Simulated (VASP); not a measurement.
Wanted: the native input for a VASP 6.6.1 run.

| Item | Value |
| --- | --- |
| Task | electric field gradients |
| Functional | PBE |
| Potentials or basis | VASP PAW PBE potentials, release 64 (As) |
| Cutoff | 520 eV |
| k mesh | 13 × 13 × 13 |
| Occupations | fermi-dirac, width 0.05 eV |
| Spin | no spin polarisation |
| Dipole correction | no |
| Further INCAR settings | ALGO = Normal; EDIFF = 1e-08; NBANDS = 12 |

The structure of As lies in POSCAR:

```
As
1.0
    1.8921984922      1.0924613088      3.5088552423
   -1.8921984922      1.0924613088      3.5088552423
    0.0000000000     -2.1849226177      3.5088552423
As
2
Direct
    0.2275400000      0.2275400000      0.2275400000
    0.7724600000      0.7724600000      0.7724600000
```

This cell differs from its parent crystal: volume scaled by 1.02.

These files were run (other wordings do the same):

INCAR

```
SYSTEM = As
PREC = Accurate
ENCUT = 520
EDIFF = 1E-8
ISMEAR = -1
SIGMA = 0.05
LREAL = .False.
LASPH = .True.
NELM = 60
ALGO = Normal
ISIF = 2
LWAVE = .False.
LCHARG = .False.
GGA = PE
LEFG = .True.
NBANDS = 12
```

KPOINTS

```
Automatic mesh
0
Gamma
  13 13 13
  0 0 0
```

Potentials or basis: VASP PAW PBE potentials, release 64 (As).

The run is started by

```bash
$ cat potpaw_PBE.64/As/POTCAR > POTCAR
$ mpirun -np 1 vasp_std > vasp.out
```

It gave:

* Pressure: 2.3 GPa
* Largest force: 0.149 eV/Å
* Band gap on the k mesh: zero (band 5 reaches 5.56 eV, above the bottom of band 6 at 5.20 eV)

Caveat: without QUAD_EFG the Cq values of the log hold for a quadrupole moment of 1 mb, not for the nuclei.

It took 75 s on 1 thread of Intel Xeon 6975P-C (shared host), peak memory 0.25 GiB.
